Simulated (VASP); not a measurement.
The system is Hg.

```
Hg
1.0
     2.20799    1.27478    1.71053
    -2.20799    1.27478    1.71053
     0.00000   -2.54956    1.71053
Hg
1
Direct
  0.00000 0.00000 0.00000
```

```yaml
Program: VASP 6.6.1
Task: relaxation of cell and atoms
Functional: PBE
Potentials_or_basis: VASP PAW PBE potentials, release 64 (Hg)
Cutoff: 600 eV
k_mesh: 18 × 18 × 18
Occupations: gaussian, width 0.1 eV
Spin: no spin polarisation
```

At the start: pressure 0.8 GPa; volume 28.89 Å³/atom.

**Question.** Where does the relaxation end?

**Answer.** Over 6 steps the energy falls by 2.8 meV/atom and the volume is 30.14 Å³/atom (+4.3 %); space group R-3m (No. 166, to 0.05 Å).

The path:
| step | energy change (eV) | largest force (eV/Å) | pressure (GPa) | volume (Å³) |
| --- | --- | --- | --- | --- |
| 1 | 0.0000 | 0.0000 | 0.77 | 28.89 |
| 2 | -0.0020 | 0.0000 | 0.37 | 29.47 |
| 3 | -0.0027 | 0.0000 | 0.07 | 30.03 |
| 4 | -0.0028 | 0.0000 | -0.05 | 30.17 |
| 5 | -0.0028 | 0.0000 | 0.06 | 30.11 |
| 6 | -0.0028 | 0.0000 | 0.00 | 30.14 |

Final structure:
```cif
data_structure
_symmetry_space_group_name_H-M 'P 1'
_symmetry_Int_Tables_number 1
_cell_length_a 3.1139
_cell_length_b 3.1139
_cell_length_c 3.1139
_cell_angle_alpha 91.931
_cell_angle_beta 91.931
_cell_angle_gamma 91.931
_cell_volume 30.14
loop_
_atom_site_label
_atom_site_type_symbol
_atom_site_fract_x
_atom_site_fract_y
_atom_site_fract_z
_atom_site_occupancy
Hg1 Hg 0.00000 0.00000 0.00000 1
```
